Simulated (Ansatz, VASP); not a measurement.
**InSb: VASP beside Ansatz**

```
CELL_PARAMETERS angstrom
0.00000 3.23391 3.27563
3.23391 0.00000 3.27563
3.23391 3.23391 0.00000
ATOMIC_POSITIONS crystal
In 0.00000 0.00000 0.00000
Sb 0.25000 0.25000 0.25000
```

Change from the starting cell: strained cell.

Alike in both runs: functional PBEsol; k mesh 10 × 10 × 10; occupations gaussian, width 0.1 eV; no spin polarisation.

Ansatz relaxed the structure, and its values are those at the end. VASP's run is a single point on that final structure, the one shown.

|  | VASP | Ansatz |
| --- | --- | --- |
| version | VASP 6.6.1 | Ansatz 0.2.0 |
| potentials or method | VASP PAW PBE potentials, release 64 (In_d, Sb), cutoff 500 eV | scalar-relativistic, plane waves, PAW |
| valence electrons in the cell | 18 | 28 |

```csv
,VASP,Ansatz,Ansatz less VASP
gap on the k mesh at the Fermi level (eV),none,none,-
pressure (GPa),0.5,0.5,-0.02
```

VASP's potentials were made for PBE, not for PBEsol. A gap of «none» marks a metal or a gap that the smearing closes. VASP's potentials hold 18 valence electrons a cell and Ansatz's 28, so a difference there can come from the potentials and not from the codes. Ansatz's warnings: stress scf threshold loose.

Neither program's run includes spin-orbit coupling.
